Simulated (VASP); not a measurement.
A run of VASP 6.6.1:

File INCAR:

```
SYSTEM = PbO
PREC     = Accurate       ! precision mode
ENCUT    = 520            ! plane-wave cutoff, eV
EDIFF    = 1E-6           ! SCF threshold, eV
ISMEAR   = 0              ! smearing method
SIGMA    = 0.01           ! smearing width, eV
LREAL    = .FALSE.        ! projectors in reciprocal space
LASPH    = .TRUE.         ! aspherical terms in the spheres
NELM     = 80             ! most SCF steps
ALGO     = Normal         ! electronic algorithm
ISIF     = 2              ! what is computed and relaxed
LWAVE    = .FALSE.        ! write WAVECAR
LCHARG   = .TRUE.         ! write CHGCAR
GGA      = PE             ! functional
LELF     = .TRUE.         ! ELF
LVHAR    = .TRUE.       
NBANDS   = 17             ! bands
```

Contents of KPOINTS:

```
regular mesh
0
G
  6 6 6
  0 0 0
```

The input POSCAR:

```
PbO
1.0
    0.0000000000      2.6065174966      2.6065174966
    2.6065174966      0.0000000000      2.6065174966
    2.6065174966      2.6065174966      0.0000000000
Pb O
1 1
Direct
    0.0000000000      0.0000000000      0.0000000000
    0.5000000000      0.5000000000      0.5000000000
```

Potentials or basis: VASP PAW PBE potentials, release 64 (Pb_d, O).

Run with:

```sh
$ cat potpaw_PBE.64/Pb_d/POTCAR potpaw_PBE.64/O/POTCAR > POTCAR
$ mpirun -np 1 vasp_std > vasp.out
```

Hardware: 1 thread of Intel(R) Xeon(R) Platinum 8175M CPU @ 2.50GHz (Skylake/Cascade Lake), with other jobs on the host.

Question: Estimate the wall time of this run.

Answer: Run time: 9.7 s on 1 thread of Intel(R) Xeon(R) Platinum 8175M CPU @ 2.50GHz (Skylake/Cascade Lake) (shared host), peak memory 0.16 GiB. Counts: scf iterations 13, k points 16.
